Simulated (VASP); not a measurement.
Runs of VASP 6.6.1 on Sn. The structure is that of space group I4_1/amd (No. 141), or close to it. The cells are those of the table. 

| cell | gap on the mesh (eV) | pressure (GPa) |
| --- | --- | --- |
| a = 4.348 Å, angles 98.0, 98.0, 136.2°, 2 atoms | none | (b) |
| a = 4.357 Å, angles 98.2, 98.2, 135.6°, 2 atoms | none | (a) |
| a = 4.330 Å, angles 97.6, 97.6, 137.3°, 2 atoms | none | 4.8 |
| a = 4.321 Å, angles 97.4, 97.4, 137.9°, 2 atoms | none | 6.0 |
| a = 4.397 Å, angles 97.6, 97.6, 137.3°, 2 atoms | none | 1.7 |

Alike in all rows: task single point; level r2SCAN; potentials or basis VASP PAW PBE potentials, release 64 (Sn_d); no spin polarisation; k mesh 16 × 16 × 16; cutoff (eV) 520; smearing gaussian 0.15 eV.

Problem. Estimate the missing entries.

Solution. (a) 2.1; (b) 2.9.

Caveats: the PAW data sets were made with another functional, which shifts forces and pressure a little; spin-orbit coupling is left out, which moves the levels of the heavy elements.

A k mesh can miss the band edges, and the runs leave out spin-orbit coupling on Sn.

A gap of «none» marks levels without a gap at the run's occupations.
